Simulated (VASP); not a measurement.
# ScAl (Cmcm) in VASP: further runs

The runs below take ScAl through single point, with PBEsol+D3(BJ).

Everything below comes from runs of VASP 6.6.1. Logs are shortened: lines on timing, memory, paths and dates and some standing lists are left out, and cuts for length are marked.

### 1 The cell of the first run

Symmetry: Cmcm, No. 63, orthorhombic system. The conventional cell has a = 4.327 Å, b = 10.500 Å, c = 3.771 Å, α = 90.00°, β = 90.00°, γ = 90.00°. Within 3.8 Å of Sc (site symmetry m2m) lie 7 Al at 2.92 to 3.16 Å and 8 Sc at 3.41 to 3.77 Å. Al (site symmetry m2m) has 2 Al at 2.59 Å and 7 Sc at 2.92 to 3.16 Å within 3.4 Å.

### 2 Single point, PBEsol+D3(BJ)

INCAR reads:

```
ALGO = Normal
EDIFF = 1E-7
ENCUT = 520
GGA = PS
ISIF = 2
ISMEAR = -1
IVDW = 12
LASPH = True
LCHARG = True
LELF = True
LREAL = False
LVHAR = True
LWAVE = False
NBANDS = 22
NELM = 60
PREC = Accurate
SIGMA = 0.1
```

KPOINTS reads:

```
k-points
0
Gamma
  6 6 6
```

POSCAR reads:

```
ScAl
1.0
    2.1633990000     -5.2502190000      0.0000000000
    2.1633990000      5.2502190000      0.0000000000
    0.0000000000      0.0000000000      3.7712920000
Sc Al
2 2
Direct
    0.8646810000      0.1353190000      0.2500000000
    0.1353190000      0.8646810000      0.7500000000
    0.5845050000      0.4154950000      0.2500000000
    0.4154950000      0.5845050000      0.7500000000
```

Potentials or basis: VASP PAW PBE potentials, release 64 (Sc_sv, Al).

Started as:

```console
$ cat potpaw_PBE.64/Sc_sv/POTCAR potpaw_PBE.64/Al/POTCAR > POTCAR
$ mpirun -np 1 vasp_std > vasp.out
```

OUTCAR:

```text
EDIFF = 1E-7
   ENCUT = 520
   GGA = PS
   ISIF = 2
   ISMEAR = -1
   IVDW = 12
   LASPH = True
   LREAL = False
   NELM = 60
   PREC = Accurate
 IVDW          = 12

 ion  position               nearest neighbor table
   1  0.865  0.135  0.250-   4 2.92   4 2.92   4 2.92   4 2.92   3 2.94   3 3.16   3 3.16   2 3.41
                             2 3.41
   2  0.135  0.865  0.750-   3 2.92   3 2.92   3 2.92   3 2.92   4 2.94   4 3.16   4 3.16   1 3.41
                             1 3.41
   3  0.585  0.415  0.250-   4 2.59   4 2.59   2 2.92   2 2.92   2 2.92   2 2.92   1 2.94   1 3.16
                             1 3.16
   4  0.415  0.585  0.750-   3 2.59   3 2.59   1 2.92   1 2.92   1 2.92   1 2.92   2 2.94   2 3.16
                             2 3.16

  LATTYP: Found a base centered orthorhombic cell.
 ALAT       =     4.3267980000
 B/A-ratio  =     2.4268380451
 C/A-ratio  =     0.8716126799

  Lattice vectors:

 A1 = (   2.1633990000,  -5.2502190000,   0.0000000000)
 A2 = (   2.1633990000,   5.2502190000,   0.0000000000)
 A3 = (   0.0000000000,   0.0000000000,   3.7712920000)

Analysis of symmetry for initial positions (statically):
=====================================================================
 Subroutine PRICEL returns:
 Original cell was already a primitive cell.

 Routine SETGRP: Setting up the symmetry group for a
 base centered orthorhombic supercell.

 Subroutine GETGRP returns: Found  8 space group operations
 (whereof  4 operations were pure point group operations)
 out of a pool of  8 trial point group operations.

The static configuration has the point symmetry C_2h.
 The point group associated with its full space group is D_2h.

Analysis of symmetry for dynamics (positions and initial velocities):
=====================================================================
 Subroutine PRICEL returns:
 Original cell was already a primitive cell.

 Routine SETGRP: Setting up the symmetry group for a
 base centered orthorhombic supercell.

 Subroutine GETGRP returns: Found  8 space group operations
 (whereof  4 operations were pure point group operations)
 out of a pool of  8 trial point group operations.

The dynamic configuration has the point symmetry C_2h.
 The point group associated with its full space group is D_2h.

 Subroutine INISYM returns: Found  8 space group operations
 (whereof  4 operations are pure point group operations),
 and found     1 'primitive' translations

----------------------------------------------------------------------------------------

                                     Primitive cell

  volume of cell :      85.6711

  direct lattice vectors                    reciprocal lattice vectors
     2.163399000 -5.250219000  0.000000000     0.231117792 -0.095234123  0.000000000
     2.163399000  5.250219000  0.000000000     0.231117792  0.095234123  0.000000000
     0.000000000  0.000000000  3.771292000     0.000000000  0.000000000  0.265161117

  length of vectors
     5.678476449  5.678476449  3.771292000     0.249969942  0.249969942  0.265161117

  position of ions in fractional coordinates (direct lattice)
     0.864681000  0.135319000  0.250000000
     0.135319000  0.864681000  0.750000000
     0.584505000  0.415495000  0.250000000
     0.415495000  0.584505000  0.750000000

  ion indices of the primitive-cell ions
   primitive index   ion index
                 1           1
                 2           2
                 3           3
                 4           4

----------------------------------------------------------------------------------------

 KPOINTS: k-points

Automatic generation of k-mesh.
 Grid dimensions read from file:
 generate k-points for:    6    6    6

 Generating k-lattice:

  Cartesian coordinates                     Fractional coordinates (reciprocal lattice)
     0.038519632 -0.015872354  0.000000000     0.166666667 -0.000000000  0.000000000
     0.038519632  0.015872354  0.000000000    -0.000000000  0.166666667  0.000000000
     0.000000000  0.000000000  0.044193520     0.000000000  0.000000000  0.166666667

  Length of vectors
     0.041661657  0.041661657  0.044193520

  Shift w.r.t. Gamma in fractional coordinates (k-lattice)
     0.000000000  0.000000000  0.000000000

 Subroutine IBZKPT returns following result:
 ===========================================

 Found     52 irreducible k-points:

 Following reciprocal coordinates:
            Coordinates               Weight
  0.000000  0.000000  0.000000      1.000000
  0.166667  0.000000  0.000000      4.000000
  0.333333 -0.000000  0.000000      4.000000
  0.500000  0.000000  0.000000      2.000000
  0.166667  0.166667  0.000000      2.000000
  0.333333  0.166667  0.000000      4.000000
[... 16 lines left out ...]
  0.333333  0.333333  0.166667      4.000000
  0.500000  0.333333  0.166667      8.000000
 [... further k-points ...]
[... 29 lines left out ...]
   NELECT =      28.0000    total number of electrons
   NUPDOWN=      -1.0000    fix difference up-down
   EMIN   =  10.00;   EMAX   =-10.00  energy-range for DOS
   EFERMI =   0.00;   METHOD = LEGACY
   ISMEAR =    -1;   SIGMA  =   0.10  broadening in eV -4-tet -1-fermi 0-gaus
   EFERMI_NEDOS =   21; number of points for ismear=-14 and -15
   IALGO  =     38    algorithm
   IMIX   =      4    mixing-type and parameters
     AMIX     =   0.40;   BMIX     =  1.00
     AMIX_MAG =   1.60;   BMIX_MAG =  1.00
  volume/ion in A,a.u.               =      21.42       144.53
  Fermi-wavevector in a.u.,A,eV,Ry     =   1.127672  2.130991 17.301767  1.271644
  Thomas-Fermi vector in A             =   2.264359
   LORBIT       =      0    0 simple, 1 ext, 2 COOP (PROOUT), +10 PAW based schemes
   GGA     = PS    functional components
   LHFCALC =     F    Hartree Fock is set to
   AEXX    =    0.0000 exact exchange contribution
   IVDW    =    12    specifies the selected vdW correction
   LEPSILON=     F    determine dielectric tensor
   LRPA    =     F    only Hartree local field effects (RPA)
 non-spin polarized calculation
  energy-cutoff  :      520.00
  volume of cell :       85.67
 maximum number of plane-waves:      2326
   NGX = 21   NGY = 21   NGZ = 15

 number of electron      28.0000005 magnetization

 Free energy of the ion-electron system (eV)
  ---------------------------------------------------
  ext. energy  EPLUGINS =         0.00000000
  ---------------------------------------------------
  free energy    TOTEN  =       -22.72183800 eV

  energy without entropy =      -22.60044298  energy(sigma->0) =      -22.66114049

 E-fermi :   4.5122     XC(G=0):  -9.9089

 val. band max:        4.5012488372   @ k =   0.5000   0.5000   0.3333
 cond. band min:       4.5243716320   @ k =  -0.3333   0.1667   0.1667
 fundamental gap:      0.0231227948
 Fermi energy:         4.5121605742

 k-point     1 :       0.0000    0.0000    0.0000
  band No.  band energies     occupation
      1     -44.7132      2.00000
      2     -44.6948      2.00000
      3     -23.4838      2.00000
      4     -23.4387      2.00000
      5     -23.4260      2.00000
      6     -23.4055      2.00000
[... 14 lines left out ...]
     21       7.7158      0.00000
     22       8.3942      0.00000

 k-point     2 :       0.1667    0.0000    0.0000
  band No.  band energies     occupation
      1     -44.7123      2.00000
      2     -44.6954      2.00000
      3     -23.4815      2.00000
      4     -23.4439      2.00000
      5     -23.4270      2.00000
      6     -23.4032      2.00000
[... 14 lines left out ...]
     21       7.7620      0.00000
     22       7.9336      0.00000

 k-point     3 :       0.3333   -0.0000    0.0000
  band No.  band energies     occupation
      1     -44.7104      2.00000
      2     -44.6968      2.00000
      3     -23.4780      2.00000
      4     -23.4550      2.00000
      5     -23.4263      2.00000
      6     -23.3980      2.00000
[... 14 lines left out ...]
     21       7.6513      0.00000
     22       8.2153      0.00000
[... 476 lines left out ...]
 k-point    23 :       0.3333    0.3333    0.1667
  band No.  band energies     occupation
      1     -44.7064      2.00000
      2     -44.6992      2.00000
      3     -23.4712      2.00000
      4     -23.4421      2.00000
      5     -23.4395      2.00000
      6     -23.4064      2.00000
[... 14 lines left out ...]
     21       7.5789      0.00000
     22       8.3588      0.00000

 k-point    24 :       0.5000    0.3333    0.1667
  band No.  band energies     occupation
      1     -44.7062      2.00000
      2     -44.6999      2.00000
      3     -23.4626      2.00000
      4     -23.4482      2.00000
      5     -23.4258      2.00000
      6     -23.4095      2.00000
[... 14 lines left out ...]
     21       7.4373      0.00000
     22       8.1529      0.00000

 [... further k-points ...]

------------------------ aborting loop because EDIFF is reached ----------------------------------------

 Edisp (eV)   -1.36800

 E8    (eV) :    -0.9502

  FORCE on cell =-STRESS in cart. coord.  units (eV):
  Direction    XX          YY          ZZ          XY          YZ          ZX
  --------------------------------------------------------------------------------------
  -------------------------------------------------------------------------------------
  Total      -2.65103    -2.19795    -2.48888     0.00000    -0.00000     0.00000
  in kB     -49.57827   -41.10499   -46.54586     0.00000    -0.00000     0.00000
  external pressure =      -45.74 kB  Pullay stress =        0.00 kB

 VOLUME and BASIS-vectors are now :
 -----------------------------------------------------------------------------
  energy-cutoff  :      520.00
  volume of cell :       85.67
      direct lattice vectors                 reciprocal lattice vectors
     2.163399000 -5.250219000  0.000000000     0.231117792 -0.095234123  0.000000000
     2.163399000  5.250219000  0.000000000     0.231117792  0.095234123  0.000000000
     0.000000000  0.000000000  3.771292000     0.000000000  0.000000000  0.265161117

 POSITION                                       TOTAL-FORCE (eV/Angst)
 -----------------------------------------------------------------------------------
      2.16340     -3.82931      0.94282         0.000000      0.029649     -0.000000
      2.16340      3.82931      2.82847         0.000000     -0.029649      0.000000
      2.16340     -0.88734      0.94282         0.000000     -0.098629      0.000000
      2.16340      0.88734      2.82847         0.000000      0.098629     -0.000000
 -----------------------------------------------------------------------------------
    total drift:                                0.000000     -0.000000      0.000000

  FREE ENERGIE OF THE ION-ELECTRON SYSTEM (eV)
  ---------------------------------------------------
  free  energy   TOTEN  =       -24.0898407959 eV

  energy  without entropy=      -23.9684457723  energy(sigma->0) =      -24.02914328
```

Run time: 79 s. Hardware: 1 thread of Intel Xeon Platinum 8559C (Emerald Rapids), shared host; peak memory 0.27 GiB.

Results:

```yaml
Free_energy: -24.0898 eV
Pressure: -4.6 GPa
Largest_force: 0.099 eV/Å
Band_gap_on_the_k_mesh: zero (bands 14 and 15 overlap by 1.10 eV)
Dispersion_energy_per_atom: -0.342 eV
```

Forces in eV/Å, atoms in the order of the input:
```
Sc   0.000  0.030  0.000
Sc   0.000 -0.030  0.000
Al   0.000 -0.099  0.000
Al   0.000  0.099  0.000
```

Stress tensor (GPa, compression positive):
```
-4.96  0.00  0.00
 0.00 -4.11  0.00
 0.00  0.00 -4.65
```

Caveat: three body term missing; the cell stands under tension; the PAW data sets were made with another functional, which shifts forces and pressure a little.

### 3 Single point, PBEsol+D3(BJ)

This run uses another cell than the first one, of 22.27 Å³/atom.

INCAR reads:

```
SYSTEM = ScAl
ALGO = Normal ; EDIFF = 1E-6
ENCUT = 520 ; GGA = PS
ISIF = 2 ; ISMEAR = -1
IVDW = 12 ; LASPH = .True.
LCHARG = .False. ; LREAL = .False.
LWAVE = .False. ; NBANDS = 22
NELM = 100 ; PREC = Accurate
SIGMA = 0.1
```

KPOINTS reads:

```
k-points
0
Gamma
  6 6 6
  0 0 0
```

POSCAR reads:

```
ScAl
1.0
    2.1918680411     -5.3193087520      0.0000000000
    2.1918680411      5.3193087520      0.0000000000
    0.0000000000      0.0000000000      3.8209199544
Sc Al
2 2
Direct
    0.8646810000      0.1353190000      0.2500000000
    0.1353190000      0.8646810000      0.7500000000
    0.5845050000      0.4154950000      0.2500000000
    0.4154950000      0.5845050000      0.7500000000
```

Potentials or basis: VASP PAW PBE potentials, release 64 (Sc_sv, Al).

Started as:

```console
$ cat potpaw_PBE.64/Sc_sv/POTCAR potpaw_PBE.64/Al/POTCAR > POTCAR
$ mpirun -np 1 vasp_std > vasp.out
```

It took 72 s on 1 thread of Intel Xeon Platinum 8559C (Emerald Rapids), shared host; peak memory 0.29 GiB.

Results (log left out):

* Free energy: -23.9681 eV
* Pressure: -6.8 GPa
* Largest force: 0.026 eV/Å
* Band gap on the k mesh: zero (bands 14 and 15 overlap by 1.05 eV)
* Dispersion energy per atom: -0.328 eV

Forces on the atoms (eV/Å):
```
Sc   0.000 -0.017  0.000
Sc   0.000  0.017  0.000
Al   0.000 -0.026  0.000
Al   0.000  0.026  0.000
```

Stress tensor (GPa, compression positive):
```
-7.18  0.00  0.00
 0.00 -6.51  0.00
 0.00  0.00 -6.77
```

Levels at points of the mesh, in eV from the Fermi level:
```csv
k point,band 10,band 11,band 12,band 13,band 14,band 15,band 16,band 17,band 18,band 19
"(0.00, 0.00, 0.00)",-3.34,-1.77,-0.70,-0.25,0.35,0.84,1.00,1.88,1.90,1.97
"(0.50, 0.00, 0.00)",-4.03,-2.47,-2.04,-0.35,0.07,1.06,1.16,1.82,1.88,1.91
"(0.50, 0.50, 0.00)",-5.07,-0.66,-0.53,0.04,0.39,0.61,1.20,1.48,1.72,2.16
"(0.00, 0.00, 0.50)",-5.18,-1.07,-1.07,-0.56,-0.56,-0.34,-0.34,2.45,2.45,2.95
"(0.50, 0.00, 0.50)",-4.53,-1.72,-1.72,-0.94,-0.94,-0.10,-0.10,2.05,2.05,2.79
"(0.50, 0.50, 0.50)",-4.72,-2.62,-2.62,-0.23,-0.23,0.46,0.46,1.55,1.55,2.56
```

Caveat: three body term missing; the cell stands under tension; the PAW data sets were made with another functional, which shifts forces and pressure a little.

### 4 Single point, PBEsol+D3(BJ)

This run uses another cell than the first one, of 23.13 Å³/atom.

INCAR reads:

```
PREC = Accurate ; ENCUT = 520
EDIFF = 1E-6 ; ISMEAR = -1
SIGMA = 0.1 ; LREAL = F
LASPH = T ; NELM = 80
ALGO = Normal ; ISIF = 2
LWAVE = F ; LCHARG = T
GGA = PS ; IVDW = 12
LELF = T ; LVHAR = T
NBANDS = 22
```

KPOINTS reads:

```
Automatic mesh
0
Gamma
  6 6 6
```

POSCAR reads:

```
ScAl
1.0
    2.2196161518     -5.3866489229      0.0000000000
    2.2196161518      5.3866489229      0.0000000000
    0.0000000000      0.0000000000      3.8692911647
Sc Al
2 2
Direct
    0.8646810000      0.1353190000      0.2500000000
    0.1353190000      0.8646810000      0.7500000000
    0.5845050000      0.4154950000      0.2500000000
    0.4154950000      0.5845050000      0.7500000000
```

Started as:

```console
$ cat potpaw_PBE.64/Sc_sv/POTCAR potpaw_PBE.64/Al/POTCAR > POTCAR
$ mpirun -np 1 vasp_std > vasp.out
```

It took 83 s on 1 thread of Intel Xeon Platinum 8559C (Emerald Rapids), shared host; peak memory 0.3 GiB.

Results (log left out):

| Quantity | Value |
| --- | --- |
| Free energy | -23.8030 eV |
| Pressure | -8.6 GPa |
| Largest force | 0.057 eV/Å |
| Band gap on the k mesh | zero (bands 14 and 15 overlap by 1.00 eV) |
| Dispersion energy per atom | -0.316 eV |

Forces on the atoms (eV/Å):
```
Sc   0.000 -0.057  0.000
Sc   0.000  0.057  0.000
Al   0.000  0.036  0.000
Al   0.000 -0.036  0.000
```

Stress tensor (GPa, compression positive):
```
-8.98  0.00  0.00
 0.00 -8.45  0.00
 0.00  0.00 -8.48
```

Levels at points of the mesh, in eV from the Fermi level:
| k point | band 10 | band 11 | band 12 | band 13 | band 14 | band 15 | band 16 | band 17 | band 18 | band 19 |
| --- | --- | --- | --- | --- | --- | --- | --- | --- | --- | --- |
| (0.00, 0.00, 0.00) | -3.31 | -1.75 | -0.70 | -0.21 | 0.33 | 0.79 | 0.96 | 1.79 | 1.82 | 1.88 |
| (0.50, 0.00, 0.00) | -3.98 | -2.48 | -2.00 | -0.34 | 0.05 | 1.01 | 1.12 | 1.74 | 1.80 | 1.82 |
| (0.50, 0.50, 0.00) | -5.00 | -0.64 | -0.53 | 0.04 | 0.39 | 0.57 | 1.14 | 1.41 | 1.65 | 2.06 |
| (0.00, 0.00, 0.50) | -5.12 | -1.06 | -1.06 | -0.54 | -0.54 | -0.34 | -0.34 | 2.34 | 2.34 | 2.80 |
| (0.50, 0.00, 0.50) | -4.48 | -1.70 | -1.70 | -0.94 | -0.94 | -0.09 | -0.09 | 1.95 | 1.95 | 2.65 |
| (0.50, 0.50, 0.50) | -4.67 | -2.59 | -2.59 | -0.23 | -0.23 | 0.45 | 0.45 | 1.49 | 1.49 | 2.44 |

Caveat: three body term missing; the cell stands under tension; the PAW data sets were made with another functional, which shifts forces and pressure a little.

### 5 Single point, PBEsol+D3(BJ)

This run uses another cell than the first one, of 23.99 Å³/atom.

INCAR reads:

```
  PREC = Accurate
  ENCUT = 520
  EDIFF = 1E-6
  ISMEAR = -1
  SIGMA = 0.1
  LREAL = False
  LASPH = True
  NELM = 80
  ALGO = Normal
  ISIF = 2
  LWAVE = False
  LCHARG = False
  GGA = PS
  IVDW = 12
  NBANDS = 22
```

KPOINTS is that of step 4.

POSCAR reads:

```
ScAl
1.0
    2.2466873095     -5.4523462382      0.0000000000
    2.2466873095      5.4523462382      0.0000000000
    0.0000000000      0.0000000000      3.9164822933
Sc Al
2 2
Direct
    0.8646810000      0.1353190000      0.2500000000
    0.1353190000      0.8646810000      0.7500000000
    0.5845050000      0.4154950000      0.2500000000
    0.4154950000      0.5845050000      0.7500000000
```

Started as:

```console
$ cat potpaw_PBE.64/Sc_sv/POTCAR potpaw_PBE.64/Al/POTCAR > POTCAR
$ mpirun -np 1 vasp_std > vasp.out
```

It took 90 s on 1 thread of Intel Xeon Platinum 8559C (Emerald Rapids), shared host; peak memory 0.3 GiB.

The run converged. Its results:

```yaml
Free_energy: -23.6029 eV
Pressure: -10.1 GPa
Largest_force: 0.093 eV/Å
Band_gap_on_the_k_mesh: zero (bands 14 and 15 overlap by 0.95 eV)
Dispersion_energy_per_atom: -0.304 eV
```

Forces on the atoms (eV/Å):
```
Sc   0.000 -0.093  0.000
Sc   0.000  0.093  0.000
Al   0.000  0.088  0.000
Al   0.000 -0.088  0.000
```

Stress tensor (GPa, compression positive):
```
-10.42   0.00   0.00
  0.00 -10.02   0.00
  0.00   0.00  -9.86
```

Levels at points of the mesh, in eV from the Fermi level:
```csv
k point,band 12,band 13,band 14,band 15,band 16,band 17
"(0.00, 0.00, 0.00)",-0.69,-0.18,0.32,0.75,0.91,1.71
"(0.50, 0.00, 0.00)",-1.97,-0.34,0.04,0.97,1.08,1.67
"(0.50, 0.50, 0.00)",-0.54,0.04,0.38,0.54,1.09,1.35
"(0.00, 0.00, 0.50)",-1.06,-0.53,-0.53,-0.33,-0.33,2.23
"(0.50, 0.00, 0.50)",-1.68,-0.94,-0.94,-0.08,-0.08,1.86
"(0.50, 0.50, 0.50)",-2.56,-0.23,-0.23,0.43,0.43,1.43
```

Caveat: three body term missing; the cell stands under tension; the PAW data sets were made with another functional, which shifts forces and pressure a little.

### 6 Summary

| cell | gap on the mesh (eV) | pressure (GPa) | largest force (eV/Å) |
| --- | --- | --- | --- |
| a = 5.678, b = 5.678, c = 3.771 Å, angles 90.0, 90.0, 135.2°, 4 atoms | none | -4.6 | 0.10 |
| a = 5.753, b = 5.753, c = 3.821 Å, angles 90.0, 90.0, 135.2°, 4 atoms | none | -6.8 | 0.03 |
| a = 5.826, b = 5.826, c = 3.869 Å, angles 90.0, 90.0, 135.2°, 4 atoms | none | -8.6 | 0.06 |
| a = 5.897, b = 5.897, c = 3.916 Å, angles 90.0, 90.0, 135.2°, 4 atoms | none | -10.1 | 0.09 |

Alike in all rows: task single point; level PBEsol+D3(BJ); potentials or basis VASP PAW PBE potentials, release 64 (Sc_sv, Al); no spin polarisation; k mesh 6 × 6 × 6; cutoff (eV) 520; smearing fermi-dirac 0.1 eV.

Caveats: three body term missing; the cell stands under tension; the PAW data sets were made with another functional, which shifts forces and pressure a little.

Absolute energies hang on the potentials; compare differences alone.

The gap in the log of VASP goes by the Fermi energy; the results here count the filled bands.